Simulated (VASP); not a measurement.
# CaAuC4N4 (P-43m) in VASP: further runs

CaAuC4N4 is run at these levels: PBE; tasks: single point, relaxation of cell and atoms.

All numbers are computed with VASP 6.6.1; they aren't measurements. Logs are shortened: lines on timing, memory, paths and dates and some standing lists are left out, and cuts for length are marked.

### Step 1. The cell of the first run

It takes space group P-43m (No. 215, cubic). Conventional cell: a = 6.476 Å, b = 6.476 Å, c = 6.476 Å, α = 90.00°, β = 90.00°, γ = 90.00°. Ca (site symmetry -43m) has 4 N at 2.35 Å within 3.1 Å. Within 1.6 Å of C (site symmetry 3m) lie 1 N at 1.17 Å. Au (site symmetry -43m) has 4 C at 2.09 Å within 2.8 Å. N (site symmetry 3m) has 1 C at 1.17 Å within 1.6 Å.

### Step 2. Single point, PBE

INCAR

```
SYSTEM = CaAuC4N4
  PREC = Accurate
  ENCUT = 520
  EDIFF = 1E-6
  ISMEAR = 0
  SIGMA = 0.1
  LREAL = .FALSE.
  LASPH = .TRUE.
  NELM = 60
  ALGO = Normal
  ISIF = 2
  LWAVE = .FALSE.
  LCHARG = .FALSE.
  GGA = PE
  NBANDS = 40
```

KPOINTS

```
regular mesh
0
G
  4 4 4
  0 0 0
```

POSCAR

```
CaAuC4N4
1.0
    6.4763608739      0.0000000000      0.0000000000
    0.0000000000      6.4763608739      0.0000000000
    0.0000000000      0.0000000000      6.4763608739
Ca C Au N
1 4 1 4
Direct
    0.5000000000      0.5000000000      0.5000000000
    0.1862961400      0.1862961400      0.1862961400
    0.1862961400      0.8137038600      0.8137038600
    0.8137038600      0.1862961400      0.8137038600
    0.8137038600      0.8137038600      0.1862961400
    0.0000000000      0.0000000000      0.0000000000
    0.2906272953      0.2906272953      0.2906272953
    0.2906272953      0.7093727047      0.7093727047
    0.7093727047      0.2906272953      0.7093727047
    0.7093727047      0.7093727047      0.2906272953
```

Potentials or basis: VASP PAW PBE potentials, release 64 (Ca_sv, C, Au, N).

Launch:

```bash
> cat potpaw_PBE.64/Ca_sv/POTCAR potpaw_PBE.64/C/POTCAR potpaw_PBE.64/Au/POTCAR potpaw_PBE.64/N/POTCAR > POTCAR
> mpirun -np 1 vasp_std > vasp.out
```

OUTCAR:

```text
SYSTEM = CaAuC4N4
   PREC = Accurate
   ENCUT = 520
   EDIFF = 1E-6
   ISMEAR = 0
   LREAL = .FALSE.
   LASPH = .TRUE.
   NELM = 60
   ISIF = 2
   GGA = PE

 ion  position               nearest neighbor table
   1  0.500  0.500  0.500-   7 2.35   8 2.35   9 2.35  10 2.35
   2  0.186  0.186  0.186-   7 1.17   6 2.09
   3  0.186  0.814  0.814-   8 1.17   6 2.09
   4  0.814  0.186  0.814-   9 1.17   6 2.09
   5  0.814  0.814  0.186-  10 1.17   6 2.09
   6  0.000  0.000  0.000-   2 2.09   3 2.09   4 2.09   5 2.09
   7  0.291  0.291  0.291-   2 1.17   1 2.35
   8  0.291  0.709  0.709-   3 1.17   1 2.35
   9  0.709  0.291  0.709-   4 1.17   1 2.35
  10  0.709  0.709  0.291-   5 1.17   1 2.35

  LATTYP: Found a simple cubic cell.
 ALAT       =     6.4763608739

  Lattice vectors:

 A1 = (   6.4763608739,   0.0000000000,   0.0000000000)
 A2 = (   0.0000000000,   6.4763608739,   0.0000000000)
 A3 = (   0.0000000000,   0.0000000000,   6.4763608739)

Analysis of symmetry for initial positions (statically):
=====================================================================
 Subroutine PRICEL returns:
 Original cell was already a primitive cell.

 Routine SETGRP: Setting up the symmetry group for a
 simple cubic supercell.

 Subroutine GETGRP returns: Found 24 space group operations
 (whereof 24 operations were pure point group operations)
 out of a pool of 48 trial point group operations.

The static configuration has the point symmetry T_d .

Analysis of symmetry for dynamics (positions and initial velocities):
=====================================================================
 Subroutine PRICEL returns:
 Original cell was already a primitive cell.

 Routine SETGRP: Setting up the symmetry group for a
 simple cubic supercell.

 Subroutine GETGRP returns: Found 24 space group operations
 (whereof 24 operations were pure point group operations)
 out of a pool of 48 trial point group operations.

The dynamic configuration has the point symmetry T_d .

 Subroutine INISYM returns: Found 24 space group operations
 (whereof 24 operations are pure point group operations),
 and found     1 'primitive' translations

----------------------------------------------------------------------------------------

                                     Primitive cell

[... 97 lines left out ...]
   ISIF   =      2    stress and relaxation
   ISYM   =      2    0-nonsym 1-usesym 2-fastsym
   POTIM  = 0.5000    time-step for ionic-motion
   TEBEG  =    0.0;   TEEND  =   0.0 temperature during run
   PSTRESS=    0.0 pullay stress
   NELECT =      57.0000    total number of electrons
   NUPDOWN=      -1.0000    fix difference up-down
   EMIN   =  10.00;   EMAX   =-10.00  energy-range for DOS
   EFERMI =   0.00;   METHOD = LEGACY
   ISMEAR =     0;   SIGMA  =   0.10  broadening in eV -4-tet -1-fermi 0-gaus
   EFERMI_NEDOS =   21; number of points for ismear=-14 and -15
   IALGO  =     38    algorithm
   IMIX   =      4    mixing-type and parameters
     AMIX     =   0.40;   BMIX     =  1.00
     AMIX_MAG =   1.60;   BMIX_MAG =  1.00
  volume/ion in A,a.u.               =      27.16       183.31
  Fermi-wavevector in a.u.,A,eV,Ry     =   0.972827  1.838376 12.876438  0.946391
  Thomas-Fermi vector in A             =   2.103157
   LORBIT       =      0    0 simple, 1 ext, 2 COOP (PROOUT), +10 PAW based schemes
   GGA     = PE    functional components
   LHFCALC =     F    Hartree Fock is set to
   AEXX    =    0.0000 exact exchange contribution
   IVDW    =     0    specifies the selected vdW correction
   LEPSILON=     F    determine dielectric tensor
   LRPA    =     F    only Hartree local field effects (RPA)
 non-spin polarized calculation
 Gauss-broadening in eV      SIGMA  =   0.10
  energy-cutoff  :      520.00
  volume of cell :      271.64
 maximum number of plane-waves:      7400
   NGX = 25   NGY = 25   NGZ = 25

 number of electron      57.0000000 magnetization

 Free energy of the ion-electron system (eV)
  ---------------------------------------------------
  ext. energy  EPLUGINS =         0.00000000
  ---------------------------------------------------
  free energy    TOTEN  =       -72.90231504 eV

  energy without entropy =      -72.79963882  energy(sigma->0) =      -72.85097693

 E-fermi :  -2.6735     XC(G=0):  -6.2820

 val. band max:       -2.7116917721   @ k =   0.5000   0.5000   0.0000
 cond. band min:       2.1287147609   @ k =   0.2500   0.0000   0.0000
 fundamental gap:      4.8404065330
 Fermi energy:        -2.6734588735

 k-point     1 :       0.0000    0.0000    0.0000
  band No.  band energies     occupation
      1     -41.5133      2.00000
      2     -22.5787      2.00000
      3     -22.5787      2.00000
      4     -22.5787      2.00000
      5     -18.9860      2.00000
      6     -18.9179      2.00000
[... 419 lines left out ...]
     39       4.1772      0.00000
     40       4.1772      0.00000

------------------------ aborting loop because EDIFF is reached ----------------------------------------

  FORCE on cell =-STRESS in cart. coord.  units (eV):
  Direction    XX          YY          ZZ          XY          YZ          ZX
  --------------------------------------------------------------------------------------
  -------------------------------------------------------------------------------------
  Total        0.4969391      0.4969391      0.4969391     -0.0000000     -0.0000000     -0.0000000
  in kB        2.9310322      2.9310322      2.9310322     -0.0000000     -0.0000000     -0.0000000
  external PRESSURE =       2.9310322 kB  Pullay stress =       0.0000000 kB

 VOLUME and BASIS-vectors are now :
 -----------------------------------------------------------------------------
  energy-cutoff  :      520.00
  volume of cell :      271.64
      direct lattice vectors                 reciprocal lattice vectors
     6.476360874  0.000000000  0.000000000     0.154407702  0.000000000  0.000000000
     0.000000000  6.476360874  0.000000000     0.000000000  0.154407702  0.000000000
     0.000000000  0.000000000  6.476360874     0.000000000  0.000000000  0.154407702

 POSITION                                       TOTAL-FORCE (eV/Angst)
 -----------------------------------------------------------------------------------
      3.23818      3.23818      3.23818         0.000000      0.000000      0.000000
      1.20652      1.20652      1.20652        -0.219361     -0.219361     -0.219361
      1.20652      5.26984      5.26984        -0.219361      0.219361      0.219361
      5.26984      1.20652      5.26984         0.219361     -0.219361      0.219361
      5.26984      5.26984      1.20652         0.219361      0.219361     -0.219361
      0.00000      0.00000      0.00000         0.000000      0.000000      0.000000
      1.88221      1.88221      1.88221         0.197162      0.197162      0.197162
      1.88221      4.59415      4.59415         0.197162     -0.197162     -0.197162
      4.59415      1.88221      4.59415        -0.197162      0.197162     -0.197162
      4.59415      4.59415      1.88221        -0.197162     -0.197162      0.197162
 -----------------------------------------------------------------------------------
    total drift:                                0.000000      0.000000     -0.000000

  FREE ENERGIE OF THE ION-ELECTRON SYSTEM (eV)
  ---------------------------------------------------
  free  energy   TOTEN  =       -72.9023150433 eV

  energy  without entropy=      -72.7996388195  energy(sigma->0) =      -72.85097693
```

OSZICAR:

```text
N       E                     dE             d eps       ncg     rms          rms(c)
DAV:   1     0.419464754379E+03    0.41946E+03   -0.25397E+04   800   0.120E+03
DAV:   2    -0.399185205972E+02   -0.45938E+03   -0.44828E+03  1056   0.300E+02
DAV:   3    -0.844858597947E+02   -0.44567E+02   -0.44165E+02  1168   0.935E+01
DAV:   4    -0.859292148045E+02   -0.14434E+01   -0.14354E+01  1336   0.159E+01
DAV:   5    -0.859942498748E+02   -0.65035E-01   -0.65026E-01  1264   0.215E+00    0.252E+01
DAV:   6    -0.753212635275E+02    0.10673E+02   -0.57224E+01   904   0.535E+01    0.314E+01
DAV:   7    -0.733526557079E+02    0.19686E+01   -0.14052E+01  1032   0.212E+01    0.117E+01
DAV:   8    -0.729318543862E+02    0.42080E+00   -0.24995E+00  1024   0.913E+00    0.350E+00
DAV:   9    -0.728952760346E+02    0.36578E-01   -0.39137E-01  1088   0.368E+00    0.730E-01
DAV:  10    -0.728987411540E+02   -0.34651E-02   -0.28546E-02  1072   0.104E+00    0.366E-01
DAV:  11    -0.729017533200E+02   -0.30122E-02   -0.63449E-03  1200   0.418E-01    0.195E-01
DAV:  12    -0.729021572271E+02   -0.40391E-03   -0.12341E-03   992   0.208E-01    0.575E-02
DAV:  13    -0.729023018266E+02   -0.14460E-03   -0.24109E-04   968   0.990E-02    0.199E-02
DAV:  14    -0.729023138487E+02   -0.12022E-04   -0.58993E-05  1064   0.340E-02    0.123E-02
DAV:  15    -0.729023149424E+02   -0.10936E-05   -0.12856E-05  1120   0.193E-02    0.395E-03
DAV:  16    -0.729023150433E+02   -0.10090E-06   -0.10606E-06   752   0.710E-03
   1 F= -.72902315E+02 E0= -.72850977E+02  d E =-.102676E+00
```

Wall time 59 s (1 thread of AMD EPYC 9R45 (Zen 5), shared host); peak memory 0.36 GiB.

What came out:

| Item | Value |
| --- | --- |
| Free energy | -72.9023 eV |
| Pressure | 0.3 GPa |
| Largest force | 0.380 eV/Å |
| Band gap on the k mesh | zero (an odd number of electrons rules out a gap without spin polarisation) |

Forces in eV/Å, atoms in the order of the input:
```
Ca   0.000  0.000  0.000
C   -0.219 -0.219 -0.219
C   -0.219  0.219  0.219
C    0.219 -0.219  0.219
C    0.219  0.219 -0.219
Au   0.000  0.000  0.000
N    0.197  0.197  0.197
N    0.197 -0.197 -0.197
N   -0.197  0.197 -0.197
N   -0.197 -0.197  0.197
```

Caveat: spin-orbit coupling is left out, which moves the levels of the heavy elements; an odd number of electrons without spin polarisation forces a metal; a magnetic or distorted state may lie lower.

### Step 3. Single point, PBE

This run uses another cell than the first one, of 22.88 Å³/atom.

Changes to INCAR since step 2:

```diff
@@ -8,3 +8,3 @@
   LASPH = .TRUE.
-  NELM = 60
+  NELM = 80
   ALGO = Normal
```

KPOINTS is that of step 2.

POSCAR

```
CaAuC4N4
1.0
    6.1164487500      0.0000000000      0.0000000000
    0.0000000000      6.1164487500      0.0000000000
    0.0000000000      0.0000000000      6.1164487500
Ca C Au N
1 4 1 4
Direct
    0.5000000000      0.5000000000      0.5000000000
    0.1809514800      0.1809514800      0.1809514800
    0.1809514800      0.8190485200      0.8190485200
    0.8190485200      0.1809514800      0.8190485200
    0.8190485200      0.8190485200      0.1809514800
    0.0000000000      0.0000000000      0.0000000000
    0.2913913500      0.2913913500      0.2913913500
    0.2913913500      0.7086086500      0.7086086500
    0.7086086500      0.2913913500      0.7086086500
    0.7086086500      0.7086086500      0.2913913500
```

Potentials or basis: VASP PAW PBE potentials, release 64 (Ca_sv, C, Au, N).

Launch:

```bash
> cat potpaw_PBE.64/Ca_sv/POTCAR potpaw_PBE.64/C/POTCAR potpaw_PBE.64/Au/POTCAR potpaw_PBE.64/N/POTCAR > POTCAR
> mpirun -np 1 vasp_std > vasp.out
```

It took 52 s on 1 thread of AMD EPYC 9R45 (Zen 5), shared host; peak memory 0.35 GiB.

Results (log left out):

```
Free energy            : -71.7167 eV
Pressure               : 8.7 GPa
Largest force          : 2.060 eV/Å
Band gap on the k mesh : zero (an odd number of electrons rules out a gap without spin polarisation)
```

Forces in eV/Å, atoms in the order of the input:
```
Ca   0.000  0.000  0.000
C    1.189  1.189  1.189
C    1.189 -1.189 -1.189
C   -1.189  1.189 -1.189
C   -1.189 -1.189  1.189
Au   0.000  0.000  0.000
N   -0.196 -0.196 -0.196
N   -0.196  0.196  0.196
N    0.196 -0.196  0.196
N    0.196  0.196 -0.196
```

Levels at points of the mesh, in eV from the Fermi level:
```csv
k point,band 26,band 27,band 28,band 29,band 30,band 31,band 32,band 33
"(0.00, 0.00, 0.00)",-2.19,-0.10,-0.10,-0.10,4.96,4.96,4.96,5.10
"(0.50, 0.00, 0.00)",-1.93,-0.14,-0.06,-0.06,4.91,4.94,5.09,5.09
"(0.50, 0.50, 0.00)",-1.76,-0.17,-0.01,-0.01,4.86,4.98,5.23,5.23
"(0.50, 0.50, 0.50)",-1.89,-0.06,-0.06,-0.06,5.11,5.11,5.36,5.36
```

Caveat: the cell stands under pressure; spin-orbit coupling is left out, which moves the levels of the heavy elements; an odd number of electrons without spin polarisation forces a metal; a magnetic or distorted state may lie lower.

### Step 4. Relaxation of cell and atoms, PBE

This run uses another cell than the first one, of 22.88 Å³/atom.

INCAR

```
SYSTEM = CaAuC4N4
  PREC = Accurate
  ENCUT = 600
  EDIFF = 1E-6
  ISMEAR = 0
  SIGMA = 0.1
  LREAL = .FALSE.
  LASPH = .TRUE.
  NELM = 80
  ALGO = Normal
  ISIF = 3
  LWAVE = .FALSE.
  LCHARG = .FALSE.
  GGA = PE
  IBRION = 2
  NSW = 90
  EDIFFG = -0.04
```

KPOINTS is that of step 3.

POSCAR is that of step 3.

Launch:

```bash
> cat potpaw_PBE.64/Ca_sv/POTCAR potpaw_PBE.64/C/POTCAR potpaw_PBE.64/Au/POTCAR potpaw_PBE.64/N/POTCAR > POTCAR
> mpirun -np 1 vasp_std > vasp.out
```

It took 6.7 min on 1 thread of AMD EPYC 9R45 (Zen 5), shared host; peak memory 0.42 GiB.

Results (log left out):

```yaml
Free_energy: -72.8919 eV
Relaxed_volume: 27.24 Å³/atom
Relaxed_cell: a = 6.483 Å, b = 6.483 Å, c = 6.483 Å, α = 90.00°, β = 90.00°, γ = 90.00°
Space_group_after_relaxing_to_0.1_Å: P-43m (No. 215)
Energy_gained_by_relaxing: 116.1 meV/atom
Ionic_steps: 12
Pressure_after_relaxing: -0.1 GPa
Largest_force_after_relaxing: 0.039 eV/Å
Band_gap_on_the_k_mesh: zero (an odd number of electrons rules out a gap without spin polarisation)
```

Forces on the atoms (eV/Å):
```
Ca   0.000  0.000  0.000
C   -0.022 -0.022 -0.022
C   -0.022  0.022  0.022
C    0.022 -0.022  0.022
C    0.022  0.022 -0.022
Au   0.000  0.000  0.000
N   -0.009 -0.009 -0.009
N   -0.009  0.009  0.009
N    0.009 -0.009  0.009
N    0.009  0.009 -0.009
```

The path:
```
step  energy change (eV)  largest force (eV/Å)  pressure (GPa)  volume (Å³)
   1              0.0000                2.0786            8.61       228.82
   2             -0.2681                8.1473            6.02       272.00
   3             -0.7555                3.8177            6.29       250.99
   4             -1.1456                0.7383           -0.17       268.58
   5             -1.1480                0.4369            0.24       267.23
   6             -1.1532                0.2903            0.16       268.77
   7             -1.1557                0.1242            0.06       270.77
   8             -1.1564                0.1141            0.03       270.92
   9             -1.1583                0.1564           -0.07       271.36
  10             -1.1601                0.2413           -0.23       272.24
  11             -1.1606                0.1857           -0.19       272.29
  12             -1.1614                0.0386           -0.08       272.42
```

Final structure:
```
Ca C Au N
1.0
     6.48258    0.00000    0.00000
     0.00000    6.48258    0.00000
     0.00000    0.00000    6.48258
Ca C Au N
1 4 1 4
Direct
  0.50000 0.50000 0.50000
  0.18625 0.18625 0.18625
  0.18625 0.81375 0.81375
  0.81375 0.18625 0.81375
  0.81375 0.81375 0.18625
  0.00000 0.00000 0.00000
  0.29077 0.29077 0.29077
  0.29077 0.70923 0.70923
  0.70923 0.29077 0.70923
  0.70923 0.70923 0.29077
```

Levels at points of the mesh, in eV from the Fermi level:
```
           k point  band 26  band 27  band 28  band 29  band 30  band 31  band 32  band 33
(0.00, 0.00, 0.00)    -1.92    -0.08    -0.08    -0.08     4.82     4.82     4.82     5.01
(0.50, 0.00, 0.00)    -1.76    -0.12    -0.05    -0.05     4.80     4.98     5.05     5.05
(0.50, 0.50, 0.00)    -1.66    -0.12    -0.04    -0.04     4.81     4.95     5.29     5.29
(0.50, 0.50, 0.50)    -1.75    -0.06    -0.06    -0.06     5.02     5.02     5.20     5.20
```

Caveat: the volume moved by over 15 % at a fixed basis, so the end points are rough; spin-orbit coupling is left out, which moves the levels of the heavy elements; an odd number of electrons without spin polarisation forces a metal; a magnetic or distorted state may lie lower.

(Continued in part 2 of 2.)

The gap in the log of VASP goes by the Fermi energy; the results here count the filled bands.